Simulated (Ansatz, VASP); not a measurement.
**ZnS: VASP beside Ansatz**

```
Zn S
1.0
     3.75161    0.00000    0.00000
    -1.87580    3.24899    0.00000
     0.00000    0.00000   12.09247
Zn S
4 4
Direct
  0.00000 0.00000 0.00011
  0.00000 0.00000 0.50011
  0.33333 0.66667 0.25007
  0.66667 0.33333 0.75007
  0.00000 0.00000 0.18724
  0.00000 0.00000 0.68724
  0.33333 0.66667 0.43758
  0.66667 0.33333 0.93758
```

Change from the starting cell: strain -0.015 along x and y, -0.030 along z, atoms carried along.

Alike in both runs: task single point; functional r2SCAN; k mesh 6 × 6 × 2; occupations gaussian, width 0.05 eV; no spin polarisation.

```csv
,VASP,Ansatz
version,VASP 6.6.1,Ansatz 0.2.0
potentials or method,"VASP PAW PBE potentials, release 64 (Zn, S), cutoff 520 eV","scalar-relativistic, plane waves, PAW"
valence electrons in the cell,72,72
```

Ansatz gave:

- gap on the k mesh at the Fermi level (eV): 3.04
- least direct gap on the mesh (eV): 3.04
- pressure (GPa): 5.5
- traceless stress, the component that is largest in VASP (GPa): 1.95
- rms of the force components (eV/Å): 0.083

Task: Estimate VASP's values.

Result: gap on the k mesh at the Fermi level (eV): 3.06; least direct gap on the mesh (eV): 3.06; pressure (GPa): 5.5; traceless stress, the component that is largest in VASP (GPa): 1.97; rms of the force components (eV/Å): 0.080.

VASP's potentials were made for PBE, not for r2SCAN. Atom by atom the forces differ by 0.004 eV/Å (rms over components).
